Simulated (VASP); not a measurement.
**PbO: single point with LDA**

Crystal: PbO.

```
Pb O
1.0
     5.79434    0.00000    0.00000
     0.00000    5.41728    0.00000
     0.00000    0.00000    4.64959
Pb O
4 4
Direct
  0.23461 0.99236 0.25000
  0.76539 0.00764 0.75000
  0.23461 0.50764 0.75000
  0.76539 0.49236 0.25000
  0.86257 0.09093 0.25000
  0.13743 0.90907 0.75000
  0.86257 0.40907 0.75000
  0.13743 0.59093 0.25000
```

| Quantity | Value |
| --- | --- |
| Program | VASP 6.6.1 |
| Task | single point |
| Functional | LDA |
| Potentials or basis | VASP PAW LDA potentials, release 64 (Pb_d, O) |
| Cutoff | 520 eV |
| k mesh | 4 × 6 × 6 |
| Occupations | fermi-dirac, width 0.02 eV |
| Spin | no spin polarisation |
| Dipole correction | no |
| Further INCAR settings | ALGO = Normal; EDIFF = 1e-07; NBANDS = 50 |

The pressure is 0.2 GPa and the largest force is 0.070 eV/Å. The band gap on the k mesh is 2.00 eV, indirect (least direct gap 2.28 eV).

Forces in eV/Å, atoms in the order of the input:
```
Pb   0.063  0.032  0.000
Pb  -0.063 -0.032  0.000
Pb   0.063 -0.032  0.000
Pb  -0.063  0.032  0.000
O   -0.009 -0.009  0.000
O    0.009  0.009  0.000
O   -0.009  0.009  0.000
O    0.009 -0.009  0.000
```

Stress tensor (GPa, compression positive):
```
0.34 0.00 0.00
0.00 0.26 0.00
0.00 0.00 0.15
```

Levels at points of the mesh, in eV from the valence-band top:
```tsv
k point	band 38	band 39	band 40	band 41	band 42	band 43
(0.00, 0.00, 0.00)	-1.28	-0.41	-0.08	3.33	3.94	4.51
(0.50, 0.00, 0.00)	-0.61	-0.59	0.00	2.64	3.03	3.60
(0.00, 0.50, 0.00)	-0.99	-0.19	-0.19	4.03	4.03	4.96
(0.50, 0.50, 0.00)	-0.65	-0.51	-0.51	3.12	3.12	4.01
(0.00, 0.00, 0.50)	-0.83	-0.27	-0.27	4.04	4.04	5.02
(0.50, 0.00, 0.50)	-0.49	-0.46	-0.46	3.19	3.19	3.55
(0.00, 0.50, 0.50)	-0.82	-0.82	-0.82	3.43	3.43	3.43
(0.50, 0.50, 0.50)	-0.60	-0.60	-0.60	2.48	2.48	2.48
```

It took 4.1 min on 1 thread of Intel(R) Xeon(R) Platinum 8488C (Sapphire Rapids), on a shared host, peak memory 0.37 GiB.

Caveat: spin-orbit coupling is left out, which moves the levels of the heavy elements. A k mesh can miss the band edges.
